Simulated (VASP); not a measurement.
A run of VASP 6.6.1:

The input POSCAR:

```
CdS
1.0
   -0.1473944091      2.9093890208      2.9093890208
    2.9093890208     -0.1473944091      2.9093890208
    2.9093890208      2.9093890208     -0.1473944091
Cd S
1 1
Direct
   -0.0052805992     -0.0052805992     -0.0052805992
    0.2552805992      0.2552805992      0.2552805992
```

Contents of INCAR.step1:

```
SYSTEM = CdS
PREC     = Accurate       ! precision mode
ENCUT    = 520            ! plane-wave cutoff, eV
ISMEAR   = 0              ! smearing method
SIGMA    = 0.01           ! smearing width, eV
LREAL    = .FALSE.        ! projectors in reciprocal space
LASPH    = .TRUE.         ! aspherical terms in the spheres
NELM     = 60             ! most SCF steps
NBANDS   = 16             ! bands
GGA      = PE             ! functional
ALGO     = Normal         ! electronic algorithm
EDIFF    = 1E-4           ! SCF threshold, eV
LWAVE    = .TRUE.         ! write WAVECAR
LCHARG   = .FALSE.        ! write CHGCAR
```

INCAR.step2

```
SYSTEM = CdS
PREC     = Accurate       ! precision mode
ENCUT    = 520            ! plane-wave cutoff, eV
EDIFF    = 1E-7           ! SCF threshold, eV
ISMEAR   = 0              ! smearing method
SIGMA    = 0.01           ! smearing width, eV
LREAL    = .FALSE.        ! projectors in reciprocal space
LASPH    = .TRUE.         ! aspherical terms in the spheres
NELM     = 60             ! most SCF steps
ALGO     = Normal         ! electronic algorithm
ISIF     = 2              ! what is computed and relaxed
LWAVE    = .FALSE.        ! write WAVECAR
LCHARG   = .FALSE.        ! write CHGCAR
METAGGA  = R2SCAN         ! meta-GGA
LMIXTAU  = .TRUE.       
NBANDS   = 16             ! bands
ISTART   = 1
```

The input KPOINTS:

```
Automatic mesh
0
G
  8 8 8
  0 0 0
```

Potentials or basis: VASP PAW PBE potentials, release 64 (Cd, S).

Command:

```console
$ cat potpaw_PBE.64/Cd/POTCAR potpaw_PBE.64/S/POTCAR > POTCAR
$ cp INCAR.step1 INCAR
$ mpirun -np 1 vasp_std > vasp.out
$ cp INCAR.step2 INCAR
$ mpirun -np 1 vasp_std > vasp.out
```

Hardware: 1 thread of Intel(R) Xeon(R) Platinum 8559C (Emerald Rapids), on a shared host.

Question: How long does it take, and how much memory?

Answer: Run time: 73 s on 1 thread of Intel(R) Xeon(R) Platinum 8559C (Emerald Rapids), on a shared host, peak memory 0.22 GiB. Counts: k points 65.
